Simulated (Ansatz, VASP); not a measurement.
# Ru: VASP beside Ansatz

POSCAR

```
Ru
1.0
    2.7059477279      0.0000000000      0.0000000000
   -1.3529738639      2.3434194737      0.0000000000
    0.0000000000      0.0000000000      4.2579056513
Ru
2
Direct
    0.3333333333      0.6666666667      0.2500000000
    0.6666666667      0.3333333333      0.7500000000
```

The input INCAR.step1:

```
PREC = Accurate ; ENCUT = 620
ISMEAR = -1 ; SIGMA = 0.1
LREAL = F ; LASPH = T
NELM = 120 ; NBANDS = 23
GGA = PE ; ALGO = Normal
EDIFF = 1E-5 ; LWAVE = T
LCHARG = F ; GGA_COMPAT = F
```

The input INCAR.step2:

```
PREC = Accurate ; ENCUT = 620
EDIFF = 1E-6 ; ISMEAR = -1
SIGMA = 0.1 ; LREAL = F
LASPH = T ; NELM = 120
ALGO = Normal ; ISIF = 2
LWAVE = F ; LCHARG = F
METAGGA = R2SCAN ; LMIXTAU = T
NBANDS = 23 ; ISTART = 1
GGA_COMPAT = F
```

The input KPOINTS:

```
Automatic mesh
0
Gamma
  3 3 2
```

Input for Ansatz:

```yaml
crystal:
  lattice:
    - [2.7059477279, 0.0, 0.0]
    - [-1.3529738639, 2.3434194737, 0.0]
    - [0.0, 0.0, 4.2579056513]
  atoms:
    - { symbol: Ru, position: [0.3333333333, 0.6666666667, 0.25] }
    - { symbol: Ru, position: [0.6666666667, 0.3333333333, 0.75] }
hamiltonian:
  xc: r2scan
  pseudopotentials:
    kind: paw
    azcp:
      Ru: "pseudopotentials/Ru.paw.azcp"
basis:
  ecutwfc: 500
  fft_grid_basis: typed
kpoints:
  mp_grid: { grid: [3, 3, 2], shift: [0, 0, 0] }
magnetization:
  spin_polarized: false
scf:
  occupations: { method: fermi_dirac, width: 0.1 }
  lower_state_search: "off"
output:
  stress: true
```

Alike in both runs: task single point; functional r2SCAN; k mesh 3 × 3 × 2; occupations fermi-dirac, width 0.1 eV; no spin polarisation.

|  | VASP | Ansatz |
| --- | --- | --- |
| version | VASP 6.6.1 | Ansatz 0.2.0 |
| potentials or method | VASP PAW PBE potentials, release 64 (Ru_sv), cutoff 620 eV | plane waves (500 eV) with PAW, scalar-relativistic |
| valence electrons in the cell | 32 | 32 |

|  | VASP | Ansatz | Ansatz less VASP |
| --- | --- | --- | --- |
| pressure (GPa) | 9.3 | 9.1 | -0.15 |
| traceless stress, the component that is largest in VASP (GPa) | -34.81 | -34.80 | +0.003 |

VASP's potentials were made for PBE, not for r2SCAN. With one functional, cell and mesh, what is left measures potentials, basis and numerics.

The k mesh is coarse, so the values compare programs but aren't converged.
